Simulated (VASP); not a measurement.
Here is a VASP 6.6.1 calculation.

Contents of INCAR:

```
PREC = Accurate ; ENCUT = 520
EDIFF = 1E-7 ; ISMEAR = 0
SIGMA = 0.1 ; LREAL = False
LASPH = True ; NELM = 150
ALGO = Normal ; ISIF = 2
LWAVE = False ; LCHARG = True
ISPIN = 2 ; MAGMOM = 3 0 0
LORBIT = 11 ; LMAXMIX = 4
GGA = PE ; LELF = True
LVHAR = True ; NBANDS = 22
```

KPOINTS

```
regular mesh
0
Gamma
  6 6 6
```

Contents of POSCAR:

```
CrCN
1.0
    3.4965772700      0.0000000000      0.0000000000
   -1.7482886400      3.0281247400      0.0000000000
    0.0000000000      0.0000000000      3.6331411500
Cr C N
1 1 1
Direct
    0.3333333300      0.6666666700      0.5000000000
    0.6666666700      0.3333333300      0.5000000000
    0.0000000000      0.0000000000      0.0000000000
```

Potentials or basis: VASP PAW PBE potentials, release 64 (Cr_pv, C, N).

Launch:

```bash
$ cat potpaw_PBE.64/Cr_pv/POTCAR potpaw_PBE.64/C/POTCAR potpaw_PBE.64/N/POTCAR > POTCAR
$ mpirun -np 1 vasp_std > vasp.out
```

**Question.** Estimate the site moments.

**Answer.** Cr -1.79; C +0.15; N +0.59 μB.

**Question.** Estimate the net moment.

**Answer.** -0.89 μB per cell.

**Question.** What does it give for the pressure?

**Answer.** -30.2 GPa.

Stress tensor (GPa, compression positive):
```
-33.14   0.00   0.00
  0.00 -33.14   0.00
  0.00   0.00 -24.21
```

Caveat: a cell with one magnetic atom can't hold antiferromagnetic order, which such compounds often take.
